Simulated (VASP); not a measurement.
# B5As2 (Fd-3m) in VASP: relaxation of cell and atoms with PBE

Aim: the relaxation of cell and atoms of B5As2 with PBE.

All numbers are computed with VASP 6.6.1; they aren't measurements. Logs are shortened: lines on timing, memory, paths and dates and some standing lists are left out, and cuts for length are marked.

**1. The cell of the first run**

It takes space group Fd-3m (No. 227, cubic). Conventional cell: a = 8.566 Å, b = 8.566 Å, c = 8.566 Å, α = 90.00°, β = 90.00°, γ = 90.00°. B (site symmetry -43m) has 4 B at 1.74 Å within 2.3 Å. B (site symmetry 3m) has 1 B at 1.74 Å and 3 As at 2.21 Å within 2.3 Å. As (site symmetry -3m) has 6 B at 2.21 Å within 2.9 Å.

The cell was built from a structure type or drawn by symmetry, and may not be a known phase.

**2. Relaxation of cell and atoms, PBE**

Input file INCAR:

```
  PREC = Accurate
  ENCUT = 600
  EDIFF = 1E-6
  ISMEAR = 0
  SIGMA = 0.1
  LREAL = False
  LASPH = True
  NELM = 100
  ALGO = Normal
  ISIF = 3
  LWAVE = False
  LCHARG = False
  GGA = PE
  IBRION = 2
  NSW = 100
  EDIFFG = -0.01
```

Input file KPOINTS:

```
regular mesh
0
Gamma
  8 8 8
```

Input file POSCAR:

```
B5As2
1.0
    0.0000000000      4.2831416117      4.2831416117
    4.2831416117      0.0000000000      4.2831416117
    4.2831416117      4.2831416117      0.0000000000
B As
10 4
Direct
    0.2500000000      0.2500000000      0.2500000000
    0.0000000000      0.0000000000      0.0000000000
    0.3669597132      0.3669597132      0.3669597132
    0.3508791395      0.8830402868      0.8830402868
    0.3669597132      0.3669597132      0.8991208605
    0.8830402868      0.3508791395      0.8830402868
    0.8991208605      0.3669597132      0.3669597132
    0.8830402868      0.8830402868      0.8830402868
    0.3669597132      0.8991208605      0.3669597132
    0.8830402868      0.8830402868      0.3508791395
    0.6250000000      0.6250000000      0.6250000000
    0.1250000000      0.6250000000      0.6250000000
    0.6250000000      0.6250000000      0.1250000000
    0.6250000000      0.1250000000      0.6250000000
```

Potentials or basis: VASP PAW PBE potentials, release 64 (B, As).

Command:

```sh
cat potpaw_PBE.64/B/POTCAR potpaw_PBE.64/As/POTCAR > POTCAR
mpirun -np 1 vasp_std > vasp.out
```

OUTCAR:

```text
PREC = Accurate
   ENCUT = 600
   EDIFF = 1E-6
   ISMEAR = 0
   LREAL = False
   LASPH = True
   NELM = 100
   ISIF = 3
   GGA = PE
   IBRION = 2
   NSW = 100
   EDIFFG = -0.01

 ion  position               nearest neighbor table
   1  0.250  0.250  0.250-   5 1.74   7 1.74   9 1.74   3 1.74
   2  0.000  0.000  0.000-   4 1.74   6 1.74  10 1.74   8 1.74
   3  0.367  0.367  0.367-   1 1.74  12 2.21  14 2.21  13 2.21
   4  0.351  0.883  0.883-   2 1.74  11 2.21  13 2.21  14 2.21
   5  0.367  0.367  0.899-   1 1.74  11 2.21  12 2.21  14 2.21
   6  0.883  0.351  0.883-   2 1.74  11 2.21  13 2.21  12 2.21
   7  0.899  0.367  0.367-   1 1.74  11 2.21  13 2.21  14 2.21
   8  0.883  0.883  0.883-   2 1.74  12 2.21  14 2.21  13 2.21
   9  0.367  0.899  0.367-   1 1.74  11 2.21  13 2.21  12 2.21
  10  0.883  0.883  0.351-   2 1.74  11 2.21  12 2.21  14 2.21
  11  0.625  0.625  0.625-   4 2.21   5 2.21   6 2.21   7 2.21   9 2.21  10 2.21
  12  0.125  0.625  0.625-   3 2.21   8 2.21   5 2.21  10 2.21   9 2.21   6 2.21
  13  0.625  0.625  0.125-   3 2.21   8 2.21   6 2.21   7 2.21   4 2.21   9 2.21
  14  0.625  0.125  0.625-   3 2.21   8 2.21   5 2.21  10 2.21   4 2.21   7 2.21

  LATTYP: Found a face centered cubic cell.
 ALAT       =     8.5662832234

  Lattice vectors:

 A1 = (   0.0000000000,   4.2831416117,   4.2831416117)
 A2 = (   4.2831416117,   0.0000000000,   4.2831416117)
 A3 = (   4.2831416117,   4.2831416117,   0.0000000000)

Analysis of symmetry for initial positions (statically):
=====================================================================
 Subroutine PRICEL returns:
 Original cell was already a primitive cell.

 Routine SETGRP: Setting up the symmetry group for a
 face centered cubic supercell.

 Subroutine GETGRP returns: Found 48 space group operations
 (whereof 24 operations were pure point group operations)
 out of a pool of 48 trial point group operations.

The static configuration has the point symmetry T_d .
 The point group associated with its full space group is O_h .

Analysis of symmetry for dynamics (positions and initial velocities):
=====================================================================
 Subroutine PRICEL returns:
 Original cell was already a primitive cell.

 Routine SETGRP: Setting up the symmetry group for a
 face centered cubic supercell.

 Subroutine GETGRP returns: Found 48 space group operations
 (whereof 24 operations were pure point group operations)
 out of a pool of 48 trial point group operations.

The dynamic configuration has the point symmetry T_d .
 The point group associated with its full space group is O_h .

 Subroutine INISYM returns: Found 48 space group operations
 (whereof 24 operations are pure point group operations),
 and found     1 'primitive' translations

----------------------------------------------------------------------------------------

                                     Primitive cell

  volume of cell :     157.1511

  direct lattice vectors                    reciprocal lattice vectors
     0.000000000  4.283141612  4.283141612    -0.116736743  0.116736743  0.116736743
     4.283141612  0.000000000  4.283141612     0.116736743 -0.116736743  0.116736743
     4.283141612  4.283141612  0.000000000     0.116736743  0.116736743 -0.116736743

  length of vectors
     6.057276957  6.057276957  6.057276957     0.202193969  0.202193969  0.202193969

  position of ions in fractional coordinates (direct lattice)
     0.250000000  0.250000000  0.250000000
     0.000000000  0.000000000  0.000000000
     0.366959713  0.366959713  0.366959713
     0.350879140  0.883040287  0.883040287
     0.366959713  0.366959713  0.899120860
     0.883040287  0.350879140  0.883040287
     0.899120860  0.366959713  0.366959713
     0.883040287  0.883040287  0.883040287
     0.366959713  0.899120860  0.366959713
     0.883040287  0.883040287  0.350879140
     0.625000000  0.625000000  0.625000000
     0.125000000  0.625000000  0.625000000
     0.625000000  0.625000000  0.125000000
     0.625000000  0.125000000  0.625000000

  ion indices of the primitive-cell ions
   primitive index   ion index
                 1           1
                 2           2
                 3           3
                 4           4
                 5           5
                 6           6
                 7           7
                 8           8
                 9           9
                10          10
                11          11
                12          12
                13          13
                14          14

----------------------------------------------------------------------------------------

 KPOINTS: regular mesh

Automatic generation of k-mesh.
 Grid dimensions read from file:
 generate k-points for:    8    8    8

 Generating k-lattice:

  Cartesian coordinates                     Fractional coordinates (reciprocal lattice)
    -0.014592093  0.014592093  0.014592093     0.125000000  0.000000000  0.000000000
     0.014592093 -0.014592093  0.014592093     0.000000000  0.125000000  0.000000000
     0.014592093  0.014592093 -0.014592093     0.000000000  0.000000000  0.125000000

  Length of vectors
     0.025274246  0.025274246  0.025274246

  Shift w.r.t. Gamma in fractional coordinates (k-lattice)
     0.000000000  0.000000000  0.000000000

 Subroutine IBZKPT returns following result:
 ===========================================

 Found     29 irreducible k-points:

 Following reciprocal coordinates:
            Coordinates               Weight
  0.000000  0.000000  0.000000      1.000000
  0.125000  0.000000  0.000000      8.000000
  0.250000  0.000000  0.000000      8.000000
  0.375000  0.000000  0.000000      8.000000
  0.500000  0.000000  0.000000      4.000000
  0.125000  0.125000  0.000000      6.000000
[... 16 lines left out ...]
  0.500000  0.250000  0.125000     48.000000
 -0.375000  0.250000  0.125000     24.000000
 [... further k-points ...]
   k-points           NKPTS =     29   k-points in BZ     NKDIM =     29   number of bands    NBANDS=     33
   number of dos      NEDOS =    301   number of ions     NIONS =     14
   total plane-waves  NPLWV = 110592
   dimension x,y,z NGX =    48 NGY =   48 NGZ =   48
   dimension x,y,z NGXF=    96 NGYF=   96 NGZF=   96
   ions per type =              10   4
   NGX,Y,Z   is equivalent  to a cutoff of  13.17, 13.17, 13.17 a.u.
   NGXF,Y,Z  is equivalent  to a cutoff of  26.35, 26.35, 26.35 a.u.
 SYSTEM =  unknown system
   PREC   = accura    normal or accurate (medium, high low for compatibility)
   ISTART =      0    job   : 0-new  1-cont  2-samecut
   ICHARG =      2    charge: 1-file 2-atom 10-const
   ISPIN  =      1    spin polarized calculation?
   LNONCOLLINEAR =      F non collinear calculations
   LSORBIT =      F    spin-orbit coupling
   LASPH  =      T    aspherical Exc in radial PAW
   ENCUT  =  600.0 eV  44.10 Ry    6.64 a.u.  12.10 12.10 12.10*2*pi/ulx,y,z
   NELM   =    100;   NELMIN=  2; NELMDL= -5     # of ELM steps
   EDIFF  = 0.1E-05   stopping-criterion for ELM
   LREAL  =      F    real-space projection
   EDIFFG = -.1E-01   stopping-criterion for IOM
   NSW    =    100    number of steps for IOM
   IBRION =      2    ionic relax: 0-MD 1-quasi-New 2-CG
   NFREE  =      1    steps in history (QN), initial steepest desc. (CG)
   ISIF   =      3    stress and relaxation
   ISYM   =      2    0-nonsym 1-usesym 2-fastsym
   POTIM  = 0.5000    time-step for ionic-motion
   TEBEG  =    0.0;   TEEND  =   0.0 temperature during run
   PSTRESS=    0.0 pullay stress
   NELECT =      50.0000    total number of electrons
   NUPDOWN=      -1.0000    fix difference up-down
   EMIN   =  10.00;   EMAX   =-10.00  energy-range for DOS
   EFERMI =   0.00;   METHOD = LEGACY
   ISMEAR =     0;   SIGMA  =   0.10  broadening in eV -4-tet -1-fermi 0-gaus
   EFERMI_NEDOS =   21; number of points for ismear=-14 and -15
   IALGO  =     38    algorithm
   IMIX   =      4    mixing-type and parameters
     AMIX     =   0.40;   BMIX     =  1.00
     AMIX_MAG =   1.60;   BMIX_MAG =  1.00
  volume/ion in A,a.u.               =      11.23        75.75
  Fermi-wavevector in a.u.,A,eV,Ry     =   1.117615  2.111987 16.994552  1.249064
  Thomas-Fermi vector in A             =   2.254240
   LORBIT       =      0    0 simple, 1 ext, 2 COOP (PROOUT), +10 PAW based schemes
   GGA     = PE    functional components
   LHFCALC =     F    Hartree Fock is set to
   AEXX    =    0.0000 exact exchange contribution
   IVDW    =     0    specifies the selected vdW correction
   LEPSILON=     F    determine dielectric tensor
   LRPA    =     F    only Hartree local field effects (RPA)
 conjugate gradient relaxation of ions
 non-spin polarized calculation
 Gauss-broadening in eV      SIGMA  =   0.10
  energy-cutoff  :      600.00
  volume of cell :      157.15
 maximum number of plane-waves:      5297
   NGX = 25   NGY = 25   NGZ = 25

--------------------------------------- Ionic step        1  -------------------------------------------

 number of electron      50.0000003 magnetization

 Free energy of the ion-electron system (eV)
  ---------------------------------------------------
  ext. energy  EPLUGINS =         0.00000000
  ---------------------------------------------------
  free energy    TOTEN  =       -72.19559336 eV

  energy without entropy =      -72.15931324  energy(sigma->0) =      -72.17745330

------------------------ aborting loop because EDIFF is reached ----------------------------------------

  FORCE on cell =-STRESS in cart. coord.  units (eV):
  Direction    XX          YY          ZZ          XY          YZ          ZX
  --------------------------------------------------------------------------------------
  -------------------------------------------------------------------------------------
  Total        0.4952824      0.4952824      0.4952824      0.0000000      0.0000000     -0.0000000
  in kB        5.0494743      5.0494743      5.0494743      0.0000000      0.0000000     -0.0000000
  external PRESSURE =       5.0494743 kB  Pullay stress =       0.0000000 kB
[... 129 lines left out ...]
  energy  without entropy=      -72.1602982649  energy(sigma->0) =      -72.17851090

--------------------------------------- Ionic step        4  -------------------------------------------

 number of electron      50.0000003 magnetization

 Free energy of the ion-electron system (eV)
  ---------------------------------------------------
  ext. energy  EPLUGINS =         0.00000000
  ---------------------------------------------------
  free energy    TOTEN  =       -72.19676676 eV

  energy without entropy =      -72.16025451  energy(sigma->0) =      -72.17851064

 E-fermi :   5.7019     XC(G=0): -10.9615

 val. band max:        5.6881416930   @ k =  -0.2500   0.3750   0.1250
 cond. band min:       5.7084801517   @ k =  -0.2500   0.5000   0.2500
 fundamental gap:      0.0203384587
 Fermi energy:         5.7018861324

 k-point     1 :       0.0000    0.0000    0.0000
  band No.  band energies     occupation
      1      -9.9216      2.00000
      2      -5.7128      2.00000
      3      -5.7128      2.00000
      4      -5.7128      2.00000
      5      -4.0828      2.00000
      6      -3.5100      2.00000
[... 853 lines left out ...]
     32       8.8790      0.00000
     33       9.2486      0.00000

 [... further k-points ...]

------------------------ aborting loop because EDIFF is reached ----------------------------------------

  FORCE on cell =-STRESS in cart. coord.  units (eV):
  Direction    XX          YY          ZZ          XY          YZ          ZX
  --------------------------------------------------------------------------------------
  -------------------------------------------------------------------------------------
  Total       -0.0027642     -0.0027642     -0.0027642      0.0000000      0.0000000     -0.0000000
  in kB       -0.0280810     -0.0280810     -0.0280810      0.0000000      0.0000000     -0.0000000
  external PRESSURE =      -0.0280810 kB  Pullay stress =       0.0000000 kB
[... 29 lines left out ...]
  FREE ENERGIE OF THE ION-ELECTRON SYSTEM (eV)
  ---------------------------------------------------
  free  energy   TOTEN  =       -72.1967667625 eV

  energy  without entropy=      -72.1602545103  energy(sigma->0) =      -72.17851064

 reached required accuracy - stopping structural energy minimisation
```

It took 11 min on 1 thread of Intel Xeon 8259CL, shared host; peak memory 0.42 GiB.

What came out:

```yaml
Free_energy: -72.1968 eV
Relaxed_volume: 11.27 Å³/atom
Relaxed_cell: a = 6.064 Å, b = 6.064 Å, c = 6.064 Å, α = 60.00°, β = 60.00°, γ = 60.00°
Space_group_after_relaxing_to_0.1_Å: Fd-3m (No. 227)
Energy_gained_by_relaxing: 0.1 meV/atom
Ionic_steps: 4
Pressure_after_relaxing: 0.0 GPa
Band_gap_on_the_k_mesh: zero (bands 25 and 26 overlap by 1.88 eV)
```

Forces on the atoms (eV/Å):
```
B    0.000  0.000  0.000
B    0.000  0.000  0.000
B   -0.001 -0.001 -0.001
B    0.001 -0.001 -0.001
B    0.001  0.001 -0.001
B   -0.001  0.001 -0.001
B   -0.001  0.001  0.001
B    0.001  0.001  0.001
B    0.001 -0.001  0.001
B   -0.001 -0.001  0.001
As   0.000  0.000  0.000
As   0.000  0.000  0.000
As   0.000  0.000  0.000
As   0.000  0.000  0.000
```

Step by step:
```
step  energy change (eV)  largest force (eV/Å)  pressure (GPa)  volume (Å³)
   1              0.0000                0.0374            0.50       157.15
   2             -0.0010                0.0050           -0.22       157.96
   3             -0.0011                0.0132           -0.04       157.75
   4             -0.0012                0.0024            0.00       157.71
```

Final structure:
```
CELL_PARAMETERS angstrom
0.00000 4.28824 4.28824
4.28824 0.00000 4.28824
4.28824 4.28824 0.00000
ATOMIC_POSITIONS crystal
B 0.25000 0.25000 0.25000
B 0.00000 0.00000 0.00000
B 0.36683 0.36683 0.36683
B 0.35048 0.88317 0.88317
B 0.36683 0.36683 0.89952
B 0.88317 0.35048 0.88317
B 0.89952 0.36683 0.36683
B 0.88317 0.88317 0.88317
B 0.36683 0.89952 0.36683
B 0.88317 0.88317 0.35048
As 0.62500 0.62500 0.62500
As 0.12500 0.62500 0.62500
As 0.62500 0.62500 0.12500
As 0.62500 0.12500 0.62500
```
